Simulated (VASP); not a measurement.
GaSb, 2 atoms in the cell. Symmetry: I-4m2, No. 119, tetragonal system. Conventional cell: a = 5.470 Å, b = 5.470 Å, c = 3.026 Å, α = 90.00°, β = 90.00°, γ = 90.00°. Within 3.7 Å of Ga (site symmetry -4m2) lie 8 Sb at 2.84 to 3.55 Å and 2 Ga at 3.03 Å. Within 3.7 Å of Sb (site symmetry -4m2) lie 8 Ga at 2.84 to 3.55 Å and 2 Sb at 3.03 Å. 

```yaml
Program: VASP 6.6.1
Task: single point
Functional: LDA
Potentials_or_basis: VASP PAW LDA potentials, release 64 (Ga_d, Sb)
Cutoff: 520 eV
k_mesh: 16 × 16 × 16
Occupations: gaussian, width 0.15 eV
Spin: no spin polarisation
Dipole_correction: no
Further_INCAR_settings: ALGO = Normal; EDIFF = 1e-06; NBANDS = 16
```

Potentials or basis: VASP PAW LDA potentials, release 64 (Ga_d, Sb).

Command:

```console
$ cat potpaw_LDA.64/Ga_d/POTCAR potpaw_LDA.64/Sb/POTCAR > POTCAR
$ mpirun -np 1 vasp_std > vasp.out
```

Hardware: 1 thread of Intel(R) Xeon(R) 6975P-C (Granite Rapids), on a shared host.

Question: How long does it take, and how much memory?

Answer: Run time: 60 s on 1 thread of Intel(R) Xeon(R) 6975P-C (Granite Rapids) (shared host), peak memory 0.36 GiB. Counts: scf iterations 10, k points 349.
